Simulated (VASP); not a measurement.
# Na (I4/mmm) in VASP: further runs

Na is run at these levels: BLYP, PBE; tasks: single point.

Program: VASP 6.6.1. These are calculated values, not measurements. Logs are shortened: lines on timing, memory, paths and dates and some standing lists are left out, and cuts for length are marked.

## (1) The cell of the first run

The structure is tetragonal, space group I4/mmm (No. 139). The conventional cell has a = 3.777 Å, b = 3.777 Å, c = 5.275 Å, α = 90.00°, β = 90.00°, γ = 90.00°. Na (site symmetry 4/mmm) has 12 Na at 3.75 to 3.78 Å within 4.9 Å.

## (2) Single point, BLYP

INCAR reads:

```
PREC = Accurate
ENCUT = 500
EDIFF = 1E-6
ISMEAR = -1
SIGMA = 0.008617333262145177
LREAL = False
LASPH = True
NELM = 120
ALGO = Normal
ISIF = 2
LWAVE = False
LCHARG = True
GGA = B5
ALDAX = 1.0
AGGAX = 1.0
AGGAC = 1.0
ALDAC = 0.0
LELF = True
LVHAR = True
NBANDS = 10
GGA_COMPAT = False
```

KPOINTS reads:

```
regular mesh
0
Gamma
  2 2 2
```

POSCAR reads:

```
Na
1.0
   -1.8882910800      1.8882910800      2.6372766800
    1.8882910800     -1.8882910800      2.6372766800
    1.8882910800      1.8882910800     -2.6372766800
Na
1
Direct
   -0.0686006794      0.0369575209     -0.0962363098
```

Potentials or basis: VASP PAW PBE potentials, release 64 (Na_pv).

Run with:

```
$ cat potpaw_PBE.64/Na_pv/POTCAR > POTCAR
$ mpirun -np 1 vasp_std > vasp.out
```

OUTCAR:

```text
PREC = Accurate
   ENCUT = 500
   EDIFF = 1E-6
   ISMEAR = -1
   LREAL = False
   LASPH = True
   NELM = 120
   ISIF = 2
   GGA = B5

 ion  position               nearest neighbor table
   1  0.931  0.037  0.904-

  LATTYP: Found a body centered tetragonal cell.
 ALAT       =     3.7765821600
 C/A-ratio  =     1.3966473220

  Lattice vectors:

 A1 = (  -1.8882910800,   1.8882910800,   2.6372766800)
 A2 = (   1.8882910800,  -1.8882910800,   2.6372766800)
 A3 = (   1.8882910800,   1.8882910800,  -2.6372766800)

Analysis of symmetry for initial positions (statically):
=====================================================================
 Subroutine PRICEL returns:
 Original cell was already a primitive cell.

 Routine SETGRP: Setting up the symmetry group for a
 body centered tetragonal supercell.

 Subroutine GETGRP returns: Found 16 space group operations
 (whereof  1 operations were pure point group operations)
 out of a pool of 16 trial point group operations.

The static configuration has the point symmetry C_1 .
 The point group associated with its full space group is D_4h.

Analysis of symmetry for dynamics (positions and initial velocities):
=====================================================================
 Subroutine PRICEL returns:
 Original cell was already a primitive cell.

 Routine SETGRP: Setting up the symmetry group for a
 body centered tetragonal supercell.

 Subroutine GETGRP returns: Found 16 space group operations
 (whereof  1 operations were pure point group operations)
 out of a pool of 16 trial point group operations.

The dynamic configuration has the point symmetry C_1 .
 The point group associated with its full space group is D_4h.

 Subroutine INISYM returns: Found 16 space group operations
 (whereof  1 operations are pure point group operations),
 and found     1 'primitive' translations

----------------------------------------------------------------------------------------

                                     Primitive cell

  volume of cell :      37.6144

  direct lattice vectors                    reciprocal lattice vectors
    -1.888291080  1.888291080  2.637276680     0.000000000  0.264789685  0.189589512
     1.888291080 -1.888291080  2.637276680     0.264789685  0.000000000  0.189589512
     1.888291080  1.888291080 -2.637276680     0.264789685  0.264789685  0.000000000

  length of vectors
     3.753200593  3.753200593  3.753200593     0.325665105  0.325665105  0.374469164

  position of ions in fractional coordinates (direct lattice)
     0.931399321  0.036957521  0.903763690

  ion indices of the primitive-cell ions
   primitive index   ion index
                 1           1

----------------------------------------------------------------------------------------

 KPOINTS: regular mesh

Automatic generation of k-mesh.
 Grid dimensions read from file:
 generate k-points for:    2    2    2

 Generating k-lattice:

  Cartesian coordinates                     Fractional coordinates (reciprocal lattice)
     0.000000000  0.132394842  0.094794756     0.500000000  0.000000000 -0.000000000
     0.132394842  0.000000000  0.094794756     0.000000000  0.500000000 -0.000000000
     0.132394842  0.132394842  0.000000000     0.000000000  0.000000000  0.500000000

  Length of vectors
     0.162832552  0.162832552  0.187234582

  Shift w.r.t. Gamma in fractional coordinates (k-lattice)
     0.000000000  0.000000000  0.000000000

 Subroutine IBZKPT returns following result:
 ===========================================

 Found      4 irreducible k-points:

 Following reciprocal coordinates:
            Coordinates               Weight
  0.000000  0.000000  0.000000      1.000000
  0.500000 -0.000000  0.000000      4.000000
  0.500000  0.500000  0.000000      2.000000
  0.500000  0.500000  0.500000      1.000000
   k-points           NKPTS =      4   k-points in BZ     NKDIM =      4   number of bands    NBANDS=     10
   number of dos      NEDOS =    301   number of ions     NIONS =      1
   total plane-waves  NPLWV =  21952
   dimension x,y,z NGX =    28 NGY =   28 NGZ =   28
   dimension x,y,z NGXF=    56 NGYF=   56 NGZF=   56
   ions per type =               1
   NGX,Y,Z   is equivalent  to a cutoff of  12.40, 12.40, 12.40 a.u.
   NGXF,Y,Z  is equivalent  to a cutoff of  24.80, 24.80, 24.80 a.u.
 SYSTEM =  unknown system
   PREC   = accura    normal or accurate (medium, high low for compatibility)
   ISTART =      0    job   : 0-new  1-cont  2-samecut
   ICHARG =      2    charge: 1-file 2-atom 10-const
   ISPIN  =      1    spin polarized calculation?
   LNONCOLLINEAR =      F non collinear calculations
   LSORBIT =      F    spin-orbit coupling
   LASPH  =      T    aspherical Exc in radial PAW
   ENCUT  =  500.0 eV  36.75 Ry    6.06 a.u.   6.84  6.84  6.84*2*pi/ulx,y,z
   NELM   =    120;   NELMIN=  2; NELMDL= -5     # of ELM steps
   EDIFF  = 0.1E-05   stopping-criterion for ELM
   LREAL  =      F    real-space projection
   EDIFFG = 0.1E-04   stopping-criterion for IOM
   NSW    =      0    number of steps for IOM
   IBRION =     -1    ionic relax: 0-MD 1-quasi-New 2-CG
   NFREE  =      0    steps in history (QN), initial steepest desc. (CG)
   ISIF   =      2    stress and relaxation
   ISYM   =      2    0-nonsym 1-usesym 2-fastsym
   POTIM  = 0.5000    time-step for ionic-motion
   TEBEG  =    0.0;   TEEND  =   0.0 temperature during run
   PSTRESS=    0.0 pullay stress
   NELECT =       7.0000    total number of electrons
   NUPDOWN=      -1.0000    fix difference up-down
   EMIN   =  10.00;   EMAX   =-10.00  energy-range for DOS
   EFERMI =   0.00;   METHOD = LEGACY
   ISMEAR =    -1;   SIGMA  =   0.01  broadening in eV -4-tet -1-fermi 0-gaus
   EFERMI_NEDOS =   21; number of points for ismear=-14 and -15
   IALGO  =     38    algorithm
   IMIX   =      4    mixing-type and parameters
     AMIX     =   0.40;   BMIX     =  1.00
     AMIX_MAG =   1.60;   BMIX_MAG =  1.00
  volume/ion in A,a.u.               =      37.61       253.83
  Fermi-wavevector in a.u.,A,eV,Ry     =   0.934666  1.766262 11.886050  0.873600
  Thomas-Fermi vector in A             =   2.061494
   LORBIT       =      0    0 simple, 1 ext, 2 COOP (PROOUT), +10 PAW based schemes
   GGA     = B5    functional components
   LHFCALC =     F    Hartree Fock is set to
   AEXX    =    0.0000 exact exchange contribution
   IVDW    =     0    specifies the selected vdW correction
   LEPSILON=     F    determine dielectric tensor
   LRPA    =     F    only Hartree local field effects (RPA)
 non-spin polarized calculation
  energy-cutoff  :      500.00
  volume of cell :       37.61
 maximum number of plane-waves:       966
 NGX is ok and might be reduce to    28
   NGX = 13   NGY = 13   NGZ = 13

 number of electron       7.0000002 magnetization

 Free energy of the ion-electron system (eV)
  ---------------------------------------------------
  ext. energy  EPLUGINS =         0.00000000
  ---------------------------------------------------
  free energy    TOTEN  =        -0.03765209 eV

  energy without entropy =       -0.03280626  energy(sigma->0) =       -0.03522918

 E-fermi :   1.2357     XC(G=0):  -6.1207

 val. band max:        1.2261974578   @ k =   0.5000  -0.0000   0.0000
 cond. band min:       1.6312906135   @ k =   0.5000  -0.0000   0.0000
 fundamental gap:      0.4050931557
 Fermi energy:         1.2356645660

 k-point     1 :       0.0000    0.0000    0.0000
  band No.  band energies     occupation
      1     -24.7545      2.00000
      2     -24.7545      2.00000
      3     -24.7532      2.00000
      4      -2.5764      2.00000
      5      11.7663      0.00000
      6      11.7663      0.00000
      7      11.8136      0.00000
      8      12.9803      0.00000
      9      12.9896      0.00000
     10      12.9899      0.00000

 k-point     2 :       0.5000   -0.0000    0.0000
  band No.  band energies     occupation
      1     -24.7858      2.00000
      2     -24.7593      2.00000
      3     -24.7578      2.00000
      4       1.2262      1.50000
      5       1.6313      0.00000
      6      10.6377      0.00000
      7      10.8013      0.00000
      8      11.5729      0.00000
      9      11.6423      0.00000
     10      11.8908      0.00000

 k-point     3 :       0.5000    0.5000    0.0000
  band No.  band energies     occupation
      1     -24.7843      2.00000
      2     -24.7655      2.00000
      3     -24.7651      2.00000
      4       2.5005      0.00000
      5       2.7900      0.00000
      6       7.1442      0.00000
      7       7.7572      0.00000
      8       7.7726      0.00000
      9       9.3396      0.00000
     10      20.1719      0.00000

 k-point     4 :       0.5000    0.5000    0.5000
  band No.  band energies     occupation
      1     -24.7832      2.00000
      2     -24.7667      2.00000
      3     -24.7667      2.00000
      4       2.6244      0.00000
      5       2.9161      0.00000
      6       7.0381      0.00000
      7       7.6307      0.00000
      8       7.6307      0.00000
      9       9.2232      0.00000
     10      20.1050      0.00000

------------------------ aborting loop because EDIFF is reached ----------------------------------------

  FORCE on cell =-STRESS in cart. coord.  units (eV):
  Direction    XX          YY          ZZ          XY          YZ          ZX
  --------------------------------------------------------------------------------------
  -------------------------------------------------------------------------------------
  Total        0.2380611      0.2380611      0.2814311      0.0000000      0.0000000      0.0000000
  in kB       10.1401761     10.1401761     11.9875146      0.0000000      0.0000000      0.0000000
  external PRESSURE =      10.7559556 kB  Pullay stress =       0.0000000 kB

 VOLUME and BASIS-vectors are now :
 -----------------------------------------------------------------------------
  energy-cutoff  :      500.00
  volume of cell :       37.61
      direct lattice vectors                 reciprocal lattice vectors
    -1.888291080  1.888291080  2.637276680     0.000000000  0.264789685  0.189589512
     1.888291080 -1.888291080  2.637276680     0.264789685  0.000000000  0.189589512
     1.888291080  1.888291080 -2.637276680     0.264789685  0.264789685  0.000000000

 POSITION                                       TOTAL-FORCE (eV/Angst)
 -----------------------------------------------------------------------------------
      0.01760      3.39554      0.17035        -0.000000      0.000000      0.000000
 -----------------------------------------------------------------------------------
    total drift:                                0.000025      0.000016      0.000021

  FREE ENERGIE OF THE ION-ELECTRON SYSTEM (eV)
  ---------------------------------------------------
  free  energy   TOTEN  =        -0.0376520938 eV

  energy  without entropy=       -0.0328062645  energy(sigma->0) =       -0.03522918
```

Run time: 10 s. Hardware: 1 thread of AMD EPYC 7R43 (Zen 3), shared host; peak memory 0.1 GiB.

Results:

```yaml
Free_energy: -0.0377 eV
Pressure: 1.1 GPa
```

Caveat: the k points lie up to 1.18 Å⁻¹ apart; the PAW data sets were made with another functional, which shifts forces and pressure a little.

## (3) Single point, PBE

INCAR reads:

```
PREC     = Accurate       # precision mode
ENCUT    = 500            # plane-wave cutoff, eV
EDIFF    = 1E-6           # SCF threshold, eV
ISMEAR   = 0              # smearing method
SIGMA    = 0.1            # smearing width, eV
LREAL    = False          # projectors in reciprocal space
LASPH    = True           # aspherical terms in the spheres
NELM     = 120            # most SCF steps
ALGO     = Normal         # electronic algorithm
ISIF     = 2              # what is computed and relaxed
LWAVE    = False          # write WAVECAR
LCHARG   = False          # write CHGCAR
GGA      = PE             # functional
ISYM     = 0            
NBANDS   = 10             # bands
GGA_COMPAT= False
```

KPOINTS reads:

```
Automatic mesh
0
Gamma
  3 1 2
```

Changes to POSCAR since step 2:

```diff
@@ -8,2 +8,2 @@
 Direct
-   -0.0686006794      0.0369575209     -0.0962363098
+    0.0000000000      0.0000000000      0.0000000000
```

Potentials or basis: VASP PAW PBE potentials, release 64 (Na_pv).

Run with:

```
$ cat potpaw_PBE.64/Na_pv/POTCAR > POTCAR
$ mpirun -np 1 vasp_std > vasp.out
```

OUTCAR:

```text
PREC = Accurate
   ENCUT = 500
   EDIFF = 1E-6
   ISMEAR = 0
   LREAL = False
   LASPH = True
   NELM = 120
   ISIF = 2
   GGA = PE
   ISYM = 0

 ion  position               nearest neighbor table
   1  0.000  0.000  0.000-

IMPORTANT INFORMATION: All symmetrisations will be switched off!
NOSYMM: (Re-)initialisation of all symmetry stuff for point group C_1.

----------------------------------------------------------------------------------------

                                     Primitive cell

[... 198 lines left out ...]

  FORCE on cell =-STRESS in cart. coord.  units (eV):
  Direction    XX          YY          ZZ          XY          YZ          ZX
  --------------------------------------------------------------------------------------
  -------------------------------------------------------------------------------------
  Total       -1.2884516      0.2685098     -0.4511330     -0.0362993      1.0633240      0.0513033
  in kB      -54.8813933     11.4371323    -19.2159401     -1.5461639     45.2921178      2.1852573
  external PRESSURE =     -20.8867337 kB  Pullay stress =       0.0000000 kB

 VOLUME and BASIS-vectors are now :
 -----------------------------------------------------------------------------
  energy-cutoff  :      500.00
  volume of cell :       37.61
      direct lattice vectors                 reciprocal lattice vectors
    -1.888291080  1.888291080  2.637276680     0.000000000  0.264789685  0.189589512
     1.888291080 -1.888291080  2.637276680     0.264789685  0.000000000  0.189589512
     1.888291080  1.888291080 -2.637276680     0.264789685  0.264789685  0.000000000

 POSITION                                       TOTAL-FORCE (eV/Angst)
 -----------------------------------------------------------------------------------
      0.00000      0.00000      0.00000         0.000004     -0.000004     -0.000002
 -----------------------------------------------------------------------------------
    total drift:                                0.000004     -0.000004     -0.000002

  FREE ENERGIE OF THE ION-ELECTRON SYSTEM (eV)
  ---------------------------------------------------
  free  energy   TOTEN  =        -2.0671126975 eV

  energy  without entropy=       -2.0671126975  energy(sigma->0) =       -2.06711270
```

stdout:

```text
POSCAR found type information on POSCAR Na
 POSCAR found :  1 types and       1 ions
 scaLAPACK will be used
 LDA part: xc-table for (Slater+PW92), standard interpolation
 -----------------------------------------------------------------------------
|                                                                             |
|           W    W    AA    RRRRR   N    N  II  N    N   GGGG   !!!           |
|           W    W   A  A   R    R  NN   N  II  NN   N  G    G  !!!           |
|           W    W  A    A  R    R  N N  N  II  N N  N  G       !!!           |
|           W WW W  AAAAAA  RRRRR   N  N N  II  N  N N  G  GGG   !            |
|           WW  WW  A    A  R   R   N   NN  II  N   NN  G    G                |
|           W    W  A    A  R    R  N    N  II  N    N   GGGG   !!!           |
|                                                                             |
|     Your reciprocal lattice and k-lattice belong to different lattice       |
|     classes:                                                                |
|                                                                             |
|        The reciprocal lattice is body-centered tetragonal,                  |
|        whereas your k-lattice is triclinic.                                 |
|                                                                             |
|     Results are often still useful ...                                      |
|                                                                             |
 -----------------------------------------------------------------------------

 POSCAR, INCAR and KPOINTS ok, starting setup
 FFT: planning ... GRIDC
 FFT: planning ... GRID_SOFT
 FFT: planning ... GRID
 WAVECAR not read
 entering main loop
```

Run time: 2.2 s. Hardware: 1 thread of AMD EPYC 7R43 (Zen 3), shared host; peak memory 0.11 GiB.

What came out:

| Item | Value |
| --- | --- |
| Free energy | -2.0671 eV |
| Pressure | -2.1 GPa |

Stress tensor (GPa, compression positive):
```
-5.49 -0.15  0.22
-0.15  1.14  4.53
 0.22  4.53 -1.92
```

Levels at points of the mesh, in eV from the Fermi level:
| k point | band 1 | band 2 | band 3 | band 4 | band 5 | band 6 |
| --- | --- | --- | --- | --- | --- | --- |
| (0.00, 0.00, 0.00) | -23.98 | -23.97 | -23.97 | -2.31 | 11.93 | 11.93 |
| (0.00, 0.00, 0.50) | -24.01 | -23.99 | -23.98 | 2.65 | 3.19 | 7.20 |

Caveat: the k points lie up to 2.05 Å⁻¹ apart.
